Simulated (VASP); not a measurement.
Runs of VASP 6.6.1 on Sc. The structure is that of space group P6_3/mmc (No. 194), or close to it. The cells are those of the table. 

| cell | further INCAR settings | gap on the mesh (eV) | pressure (GPa) |
| --- | --- | --- | --- |
| a = 3.195, b = 3.195, c = 5.209 Å, angles 90.0, 90.0, 120.0°, 2 atoms | ALGO = Fast; EDIFF = 1e-07; NBANDS = 18 | none | 1.8 |
| a = 3.277, b = 3.277, c = 5.286 Å, angles 90.0, 90.0, 120.0°, 2 atoms | ALGO = Fast; EDIFF = 1e-07; NBANDS = 18 | none | -1.9 |
| a = 3.277, b = 3.277, c = 5.209 Å, angles 90.0, 90.0, 120.0°, 2 atoms | ALGO = Fast; EDIFF = 1e-07; NBANDS = 18 | none | (a) |
| a = 3.359, b = 3.359, c = 4.879 Å, angles 90.0, 90.0, 120.0°, 2 atoms | ALGO = Fast; EDIFF = 1e-07; NBANDS = 18 | none | -0.5 |
| a = 3.359, b = 3.359, c = 4.955 Å, angles 90.0, 90.0, 120.0°, 2 atoms | ALGO = Fast; EDIFF = 1e-07; NBANDS = 18 | none | (b) |
| a = 3.359, b = 3.359, c = 5.082 Å, angles 90.0, 90.0, 120.0°, 2 atoms | ALGO = Fast; EDIFF = 1e-06; NBANDS = 18 | none | -2.5 |
| a = 3.277, b = 3.277, c = 5.337 Å, angles 90.0, 90.0, 120.0°, 2 atoms | ALGO = Fast; EDIFF = 1e-07; NBANDS = 18 | none | (c) |
| a = 3.441, b = 3.441, c = 4.676 Å, angles 90.0, 90.0, 120.0°, 2 atoms | ALGO = Fast; EDIFF = 1e-06; NBANDS = 18 | none | -0.7 |

Alike in all rows: task single point; level PBEsol; potentials or basis VASP PAW PBE potentials, release 64 (Sc_sv); no spin polarisation; k mesh 15 × 15 × 10; cutoff (eV) 520; smearing gaussian 0.15 eV.

Fill in the values left out.

(a) -1.2; (b) -1.3; (c) -2.4.

Caveats: the PAW data sets were made with another functional, which shifts forces and pressure a little.

A gap of «none» marks levels without a gap at the run's occupations.
